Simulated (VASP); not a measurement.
# MgB (Pm-3m) in VASP: a series of runs

The runs below take MgB through single point, relaxation of cell and atoms, with PBE, BLYP+D3(BJ).

All numbers are computed with VASP 6.6.1; they aren't measurements. Logs are shortened: lines on timing, memory, paths and dates and some standing lists are left out, and cuts for length are marked.

**1. The cell of the first run**

Symmetry: Pm-3m, No. 221, cubic system. The conventional cell has a = 2.895 Å, b = 2.895 Å, c = 2.895 Å, α = 90.00°, β = 90.00°, γ = 90.00°. Mg (site symmetry m-3m) has 8 B at 2.51 Å and 6 Mg at 2.90 Å within 3.3 Å. Within 3.3 Å of B (site symmetry m-3m) lie 8 Mg at 2.51 Å and 6 B at 2.90 Å.

**2. Single point, PBE**

INCAR

```
SYSTEM = MgB
ALGO = Normal ; EDIFF = 1E-7
ENCUT = 520 ; GGA = PE
ISIF = 2 ; ISMEAR = 0
LASPH = .TRUE. ; LCHARG = .TRUE.
LELF = .TRUE. ; LREAL = .FALSE.
LVHAR = .TRUE. ; LWAVE = .FALSE.
NBANDS = 10 ; NELM = 60
PREC = Accurate ; SIGMA = 0.03
```

KPOINTS

```
k-points
0
G
  9 9 9
  0 0 0
```

POSCAR

```
MgB
1.0
    2.8951500000      0.0000000000      0.0000000000
    0.0000000000      2.8951500000      0.0000000000
    0.0000000000      0.0000000000      2.8951500000
Mg B
1 1
Direct
    0.0000000000      0.0000000000      0.0000000000
    0.5000000000      0.5000000000      0.5000000000
```

Potentials or basis: VASP PAW PBE potentials, release 64 (Mg, B).

Run with:

```
$ cat potpaw_PBE.64/Mg/POTCAR potpaw_PBE.64/B/POTCAR > POTCAR
$ mpirun -np 1 vasp_std > vasp.out
```

OUTCAR:

```text
SYSTEM = MgB
   EDIFF = 1E-7
   ENCUT = 520
   GGA = PE
   ISIF = 2
   ISMEAR = 0
   LASPH = .TRUE.
   LREAL = .FALSE.
   NELM = 60
   PREC = Accurate

 ion  position               nearest neighbor table
   1  0.000  0.000  0.000-   2 2.51   2 2.51   2 2.51   2 2.51   2 2.51   2 2.51   2 2.51   2 2.51

   2  0.500  0.500  0.500-   1 2.51   1 2.51   1 2.51   1 2.51   1 2.51   1 2.51   1 2.51   1 2.51

  LATTYP: Found a simple cubic cell.
 ALAT       =     2.8951500000

  Lattice vectors:

 A1 = (   2.8951500000,   0.0000000000,   0.0000000000)
 A2 = (   0.0000000000,   2.8951500000,   0.0000000000)
 A3 = (   0.0000000000,   0.0000000000,   2.8951500000)

Analysis of symmetry for initial positions (statically):
=====================================================================
 Subroutine PRICEL returns:
 Original cell was already a primitive cell.

 Routine SETGRP: Setting up the symmetry group for a
 simple cubic supercell.

 Subroutine GETGRP returns: Found 48 space group operations
 (whereof 48 operations were pure point group operations)
 out of a pool of 48 trial point group operations.

The static configuration has the point symmetry O_h .

Analysis of symmetry for dynamics (positions and initial velocities):
=====================================================================
 Subroutine PRICEL returns:
 Original cell was already a primitive cell.

 Routine SETGRP: Setting up the symmetry group for a
 simple cubic supercell.

 Subroutine GETGRP returns: Found 48 space group operations
 (whereof 48 operations were pure point group operations)
 out of a pool of 48 trial point group operations.

The dynamic configuration has the point symmetry O_h .

 Subroutine INISYM returns: Found 48 space group operations
 (whereof 48 operations are pure point group operations),
 and found     1 'primitive' translations

----------------------------------------------------------------------------------------

                                     Primitive cell

  volume of cell :      24.2668

  direct lattice vectors                    reciprocal lattice vectors
     2.895150000  0.000000000  0.000000000     0.345405247  0.000000000  0.000000000
     0.000000000  2.895150000  0.000000000     0.000000000  0.345405247  0.000000000
     0.000000000  0.000000000  2.895150000     0.000000000  0.000000000  0.345405247

  length of vectors
     2.895150000  2.895150000  2.895150000     0.345405247  0.345405247  0.345405247

[... 82 lines left out ...]
   EDIFFG = 0.1E-05   stopping-criterion for IOM
   NSW    =      0    number of steps for IOM
   IBRION =     -1    ionic relax: 0-MD 1-quasi-New 2-CG
   NFREE  =      0    steps in history (QN), initial steepest desc. (CG)
   ISIF   =      2    stress and relaxation
   ISYM   =      2    0-nonsym 1-usesym 2-fastsym
   POTIM  = 0.5000    time-step for ionic-motion
   TEBEG  =    0.0;   TEEND  =   0.0 temperature during run
   PSTRESS=    0.0 pullay stress
   NELECT =       5.0000    total number of electrons
   NUPDOWN=      -1.0000    fix difference up-down
   EMIN   =  10.00;   EMAX   =-10.00  energy-range for DOS
   EFERMI =   0.00;   METHOD = LEGACY
   ISMEAR =     0;   SIGMA  =   0.03  broadening in eV -4-tet -1-fermi 0-gaus
   EFERMI_NEDOS =   21; number of points for ismear=-14 and -15
   IALGO  =     38    algorithm
   IMIX   =      4    mixing-type and parameters
     AMIX     =   0.40;   BMIX     =  1.00
     AMIX_MAG =   1.60;   BMIX_MAG =  1.00
  volume/ion in A,a.u.               =      12.13        81.88
  Fermi-wavevector in a.u.,A,eV,Ry     =   0.966927  1.827227 12.720742  0.934948
  Thomas-Fermi vector in A             =   2.096770
   LORBIT       =      0    0 simple, 1 ext, 2 COOP (PROOUT), +10 PAW based schemes
   GGA     = PE    functional components
   LHFCALC =     F    Hartree Fock is set to
   AEXX    =    0.0000 exact exchange contribution
   IVDW    =     0    specifies the selected vdW correction
   LEPSILON=     F    determine dielectric tensor
   LRPA    =     F    only Hartree local field effects (RPA)
 non-spin polarized calculation
 Gauss-broadening in eV      SIGMA  =   0.03
  energy-cutoff  :      520.00
  volume of cell :       24.27
 maximum number of plane-waves:       667
 NGX is ok and might be reduce to    24
   NGX = 11   NGY = 11   NGZ = 11

 number of electron       5.0000000 magnetization

 Free energy of the ion-electron system (eV)
  ---------------------------------------------------
  ext. energy  EPLUGINS =         0.00000000
  ---------------------------------------------------
  free energy    TOTEN  =        -6.61942241 eV

  energy without entropy =       -6.61898760  energy(sigma->0) =       -6.61920501

 E-fermi :   4.7729     XC(G=0): -10.3586

 val. band max:        4.7321248005   @ k =   0.3333   0.3333   0.3333
 cond. band min:       4.8030237701   @ k =   0.3333   0.2222   0.1111
 fundamental gap:      0.0708989696
 Fermi energy:         4.7728545853

 k-point     1 :       0.0000    0.0000    0.0000
  band No.  band energies     occupation
      1      -6.1539      2.00000
      2       7.1157      0.00000
      3       7.1157      0.00000
      4       7.1157      0.00000
      5      11.6329      0.00000
      6      11.6329      0.00000
      7      13.5683      0.00000
      8      22.7884      0.00000
      9      22.7884      0.00000
     10      22.7884      0.00000
[... 287 lines left out ...]
 k-point    24 :       0.4444    0.3333    0.1111
  band No.  band energies     occupation
      1      -1.6200      2.00000
      2       0.9316      2.00000
      3       3.3782      2.00000
      4       8.3074      0.00000
      5       8.4729      0.00000
      6      14.5830      0.00000
      7      15.7254      0.00000
      8      19.6221      0.00000
      9      20.8249      0.00000
     10      21.7694      0.00000

 [... further k-points ...]
[... 5 lines left out ...]
  --------------------------------------------------------------------------------------
  -------------------------------------------------------------------------------------
  Total        0.0185701      0.0185701      0.0185701     -0.0000000      0.0000000     -0.0000000
  in kB        1.2260593      1.2260593      1.2260593     -0.0000000      0.0000000     -0.0000000
  external PRESSURE =       1.2260593 kB  Pullay stress =       0.0000000 kB

 VOLUME and BASIS-vectors are now :
 -----------------------------------------------------------------------------
  energy-cutoff  :      520.00
  volume of cell :       24.27
      direct lattice vectors                 reciprocal lattice vectors
     2.895150000  0.000000000  0.000000000     0.345405247  0.000000000  0.000000000
     0.000000000  2.895150000  0.000000000     0.000000000  0.345405247  0.000000000
     0.000000000  0.000000000  2.895150000     0.000000000  0.000000000  0.345405247

 POSITION                                       TOTAL-FORCE (eV/Angst)
 -----------------------------------------------------------------------------------
      0.00000      0.00000      0.00000         0.000000      0.000000      0.000000
      1.44758      1.44758      1.44758         0.000000      0.000000      0.000000
 -----------------------------------------------------------------------------------
    total drift:                                0.000000     -0.000000     -0.000000

  FREE ENERGIE OF THE ION-ELECTRON SYSTEM (eV)
  ---------------------------------------------------
  free  energy   TOTEN  =        -6.6194224131 eV

  energy  without entropy=       -6.6189876014  energy(sigma->0) =       -6.61920501
```

OSZICAR:

```text
N       E                     dE             d eps       ncg     rms          rms(c)
DAV:   1     0.117553842143E+01    0.11755E+01   -0.19533E+03   764   0.347E+02
DAV:   2    -0.666468505955E+01   -0.78402E+01   -0.76966E+01   864   0.582E+01
DAV:   3    -0.681690698284E+01   -0.15222E+00   -0.15207E+00   894   0.664E+00
DAV:   4    -0.681723078156E+01   -0.32380E-03   -0.32379E-03   848   0.316E-01
DAV:   5    -0.681723177262E+01   -0.99106E-06   -0.99049E-06   834   0.169E-02    0.181E+00
DAV:   6    -0.666357905278E+01    0.15365E+00   -0.18662E-01   748   0.163E+00    0.970E-01
DAV:   7    -0.662137670100E+01    0.42202E-01   -0.11919E-01   782   0.133E+00    0.325E-01
DAV:   8    -0.661942383620E+01    0.19529E-02   -0.23993E-03   810   0.404E-01    0.320E-02
DAV:   9    -0.661942174426E+01    0.20919E-05   -0.11246E-05   828   0.204E-02    0.192E-02
DAV:  10    -0.661942254082E+01   -0.79656E-06   -0.97872E-07   892   0.527E-03    0.133E-03
DAV:  11    -0.661942242679E+01    0.11403E-06   -0.53717E-08   518   0.135E-03    0.260E-04
DAV:  12    -0.661942241306E+01    0.13732E-07   -0.21991E-09   424   0.329E-04
   1 F= -.66194224E+01 E0= -.66192050E+01  d E =-.434812E-03
```

stdout:

```text
POSCAR found type information on POSCAR MgB
 POSCAR found :  2 types and       2 ions
 scaLAPACK will be used
 LDA part: xc-table for (Slater+PW92), standard interpolation
 POSCAR, INCAR and KPOINTS ok, starting setup
 FFT: planning ... GRIDC
 FFT: planning ... GRID_SOFT
 FFT: planning ... GRID
 WAVECAR not read
 entering main loop
```

It took 6.6 s on 1 thread of Intel Xeon 6975P-C (Granite Rapids), shared host; peak memory 0.14 GiB.

Results:

| Item | Value |
| --- | --- |
| Free energy | -6.6194 eV |
| Pressure | 0.1 GPa |

**3. Relaxation of cell and atoms, BLYP+D3(BJ)**

INCAR

```
SYSTEM = MgB
AGGAC    = 1.0          
AGGAX    = 1.0          
ALDAC    = 0.0          
ALDAX    = 1.0          
ALGO     = Normal         ! electronic algorithm
EDIFF    = 1E-7           ! SCF threshold, eV
EDIFFG   = -0.01          ! ionic threshold
ENCUT    = 600            ! plane-wave cutoff, eV
GGA      = B5             ! functional
IBRION   = 2              ! ionic algorithm
ISIF     = 3              ! what is computed and relaxed
ISMEAR   = -1             ! smearing method
IVDW     = 12             ! dispersion correction
LASPH    = .True.         ! aspherical terms in the spheres
LCHARG   = .False.        ! write CHGCAR
LREAL    = .False.        ! projectors in reciprocal space
LWAVE    = .False.        ! write WAVECAR
NELM     = 60             ! most SCF steps
NSW      = 60             ! ionic steps
PREC     = Accurate       ! precision mode
SIGMA    = 0.05           ! smearing width, eV
VDW_A1   = 0.4298       
VDW_A2   = 4.2359       
VDW_S6   = 1.0          
VDW_S8   = 2.6996
```

KPOINTS

```
k-points
0
Gamma
  9 9 9
  0 0 0
```

POSCAR is that of step 2.

Potentials or basis: VASP PAW PBE potentials, release 64 (Mg, B).

Run with:

```
$ cat potpaw_PBE.64/Mg/POTCAR potpaw_PBE.64/B/POTCAR > POTCAR
$ mpirun -np 1 vasp_std > vasp.out
```

OUTCAR:

```text
SYSTEM = MgB
   EDIFF = 1E-7
   EDIFFG = -0.01
   ENCUT = 600
   GGA = B5
   IBRION = 2
   ISIF = 3
   ISMEAR = -1
   IVDW = 12
   LASPH = .True.
   LREAL = .False.
   NELM = 60
   NSW = 60
   PREC = Accurate
 IVDW          = 12

 ion  position               nearest neighbor table
   1  0.000  0.000  0.000-   2 2.51   2 2.51   2 2.51   2 2.51   2 2.51   2 2.51   2 2.51   2 2.51

   2  0.500  0.500  0.500-   1 2.51   1 2.51   1 2.51   1 2.51   1 2.51   1 2.51   1 2.51   1 2.51

  LATTYP: Found a simple cubic cell.
 ALAT       =     2.8951500000

  Lattice vectors:

 A1 = (   2.8951500000,   0.0000000000,   0.0000000000)
 A2 = (   0.0000000000,   2.8951500000,   0.0000000000)
 A3 = (   0.0000000000,   0.0000000000,   2.8951500000)

Analysis of symmetry for initial positions (statically):
=====================================================================
 Subroutine PRICEL returns:
 Original cell was already a primitive cell.

 Routine SETGRP: Setting up the symmetry group for a
 simple cubic supercell.

 Subroutine GETGRP returns: Found 48 space group operations
 (whereof 48 operations were pure point group operations)
 out of a pool of 48 trial point group operations.

The static configuration has the point symmetry O_h .

Analysis of symmetry for dynamics (positions and initial velocities):
=====================================================================
 Subroutine PRICEL returns:
 Original cell was already a primitive cell.

 Routine SETGRP: Setting up the symmetry group for a
 simple cubic supercell.

 Subroutine GETGRP returns: Found 48 space group operations
 (whereof 48 operations were pure point group operations)
 out of a pool of 48 trial point group operations.

The dynamic configuration has the point symmetry O_h .

 Subroutine INISYM returns: Found 48 space group operations
 (whereof 48 operations are pure point group operations),
 and found     1 'primitive' translations

----------------------------------------------------------------------------------------

                                     Primitive cell

[... 94 lines left out ...]
   IBRION =      2    ionic relax: 0-MD 1-quasi-New 2-CG
   NFREE  =      1    steps in history (QN), initial steepest desc. (CG)
   ISIF   =      3    stress and relaxation
   ISYM   =      2    0-nonsym 1-usesym 2-fastsym
   POTIM  = 0.5000    time-step for ionic-motion
   TEBEG  =    0.0;   TEEND  =   0.0 temperature during run
   PSTRESS=    0.0 pullay stress
   NELECT =       5.0000    total number of electrons
   NUPDOWN=      -1.0000    fix difference up-down
   EMIN   =  10.00;   EMAX   =-10.00  energy-range for DOS
   EFERMI =   0.00;   METHOD = LEGACY
   ISMEAR =    -1;   SIGMA  =   0.05  broadening in eV -4-tet -1-fermi 0-gaus
   EFERMI_NEDOS =   21; number of points for ismear=-14 and -15
   IALGO  =     38    algorithm
   IMIX   =      4    mixing-type and parameters
     AMIX     =   0.40;   BMIX     =  1.00
     AMIX_MAG =   1.60;   BMIX_MAG =  1.00
  volume/ion in A,a.u.               =      12.13        81.88
  Fermi-wavevector in a.u.,A,eV,Ry     =   0.966927  1.827227 12.720742  0.934948
  Thomas-Fermi vector in A             =   2.096770
   LORBIT       =      0    0 simple, 1 ext, 2 COOP (PROOUT), +10 PAW based schemes
   GGA     = B5    functional components
   LHFCALC =     F    Hartree Fock is set to
   AEXX    =    0.0000 exact exchange contribution
   IVDW    =    12    specifies the selected vdW correction
   LEPSILON=     F    determine dielectric tensor
   LRPA    =     F    only Hartree local field effects (RPA)
 conjugate gradient relaxation of ions
 non-spin polarized calculation
  energy-cutoff  :      600.00
  volume of cell :       24.27
 maximum number of plane-waves:       819
 NGX is ok and might be reduce to    24
   NGX = 11   NGY = 11   NGZ = 11

--------------------------------------- Ionic step        1  -------------------------------------------

 number of electron       5.0000000 magnetization

 Free energy of the ion-electron system (eV)
  ---------------------------------------------------
  ext. energy  EPLUGINS =         0.00000000
  ---------------------------------------------------
  free energy    TOTEN  =        -5.32317300 eV

  energy without entropy =       -5.31668321  energy(sigma->0) =       -5.31992811

 E-fermi :   5.1708     XC(G=0):  -9.7923

 val. band max:        5.1277430868   @ k =   0.3333   0.3333   0.3333
 cond. band min:       5.2388458412   @ k =   0.3333   0.2222   0.1111
 fundamental gap:      0.1111027544
 Fermi energy:         5.1707596524

 k-point     1 :       0.0000    0.0000    0.0000
  band No.  band energies     occupation
      1      -5.6185      2.00000
      2       7.4650      0.00000
      3       7.4650      0.00000
      4       7.4650      0.00000
      5      12.3695      0.00000
      6      12.3695      0.00000
[... 286 lines left out ...]
--------------------------------------- Ionic step        3  -------------------------------------------

 number of electron       5.0000000 magnetization

 Free energy of the ion-electron system (eV)
  ---------------------------------------------------
  ext. energy  EPLUGINS =         0.00000000
  ---------------------------------------------------
  free energy    TOTEN  =        -5.25505516 eV

  energy without entropy =       -5.24778887  energy(sigma->0) =       -5.25142202

 E-fermi :   5.7728     XC(G=0): -10.0879

 val. band max:        5.7082579220   @ k =   0.3333   0.2222   0.0000
 cond. band min:       5.8297995087   @ k =   0.3333   0.2222   0.2222
 fundamental gap:      0.1215415867
 Fermi energy:         5.7727959112

 k-point     1 :       0.0000    0.0000    0.0000
  band No.  band energies     occupation
      1      -5.5234      2.00000
      2       8.1959      0.00000
      3       8.1959      0.00000
      4       8.1959      0.00000
      5      13.0601      0.00000
      6      13.0601      0.00000
[... 240 lines left out ...]
  FREE ENERGIE OF THE ION-ELECTRON SYSTEM (eV)
  ---------------------------------------------------
  free  energy   TOTEN  =        -6.6388101139 eV

  energy  without entropy=       -6.6315438259  energy(sigma->0) =       -6.63517697

 reached required accuracy - stopping structural energy minimisation
```

OSZICAR:

```text
N       E                     dE             d eps       ncg     rms          rms(c)
DAV:   1     0.366887831748E+01    0.36689E+01   -0.22729E+03   444   0.660E+02
DAV:   2    -0.544900170926E+01   -0.91179E+01   -0.87379E+01   576   0.750E+01
DAV:   3    -0.559627593079E+01   -0.14727E+00   -0.14526E+00   540   0.103E+01
[... 19 lines left out ...]
DAV:   1    -0.525518742408E+01    0.12400E-01   -0.87769E-03   528   0.994E-01    0.638E-02
DAV:   2    -0.525507889973E+01    0.10852E-03   -0.19404E-04   444   0.999E-02    0.310E-02
DAV:   3    -0.525505510673E+01    0.23793E-04   -0.10883E-04   432   0.691E-02    0.512E-03
DAV:   4    -0.525505513829E+01   -0.31556E-07   -0.21254E-06   444   0.146E-02    0.700E-04
DAV:   5    -0.525505516291E+01   -0.24618E-07   -0.19597E-08   306   0.159E-03
   3 F= -.66388101E+01 E0= -.66351770E+01  d E =-.375318E-01
```

CONTCAR:

```text
MgB
   1.00000000000000
     2.8210570565156301   -0.0000000000000000    0.0000000000000000
    -0.0000000000000000    2.8210570565156301    0.0000000000000000
     0.0000000000000000   -0.0000000000000000    2.8210570565156301
  Mg              B
     1     1
Direct
     0.0000000000000000    0.0000000000000000    0.0000000000000000
     0.5000000000000000    0.5000000000000000    0.5000000000000000

  0.00000000E+00  0.00000000E+00  0.00000000E+00
  0.00000000E+00  0.00000000E+00  0.00000000E+00
```

It took 27 s on 1 thread of Intel Xeon 6975P-C (Granite Rapids), shared host; peak memory 0.15 GiB.

Results:

```yaml
Free_energy: -6.6388 eV
Relaxed_volume: 11.23 Å³/atom
Relaxed_cell: a = 2.821 Å, b = 2.821 Å, c = 2.821 Å, α = 90.00°, β = 90.00°, γ = 90.00°
Space_group_after_relaxing_to_0.05_Å: Pm-3m (No. 221)
Energy_gained_by_relaxing: 18.8 meV/atom
Ionic_steps: 3
Pressure_after_relaxing: 0.0 GPa
Dispersion_energy_per_atom: -0.692 eV
```

The path:
```csv
step,energy change (eV),largest force (eV/Å),pressure (GPa),volume (Å³)
1,0.0000,0.0000,-6.18,24.27
2,-0.0370,0.0000,-0.87,22.66
3,-0.0375,0.0000,-0.01,22.45
```

Final structure:
```yaml
crystal:
  lattice:
    - [2.82106, 0.00000, 0.00000]
    - [0.00000, 2.82106, 0.00000]
    - [0.00000, 0.00000, 2.82106]
  atoms:
    - { symbol: Mg, position: [0.00000, 0.00000, 0.00000] }
    - { symbol: B, position: [0.50000, 0.50000, 0.50000] }
```

Levels at points of the mesh, in eV from the Fermi level:
| k point | band 1 | band 2 | band 3 | band 4 | band 5 |
| --- | --- | --- | --- | --- | --- |
| (0.00, 0.00, 0.00) | -11.30 | 2.42 | 2.42 | 2.42 | 7.29 |

Caveat: the PAW data sets were made with another functional, which shifts forces and pressure a little; pairwise dispersion overbinds metals, which lowers pressure and volume.
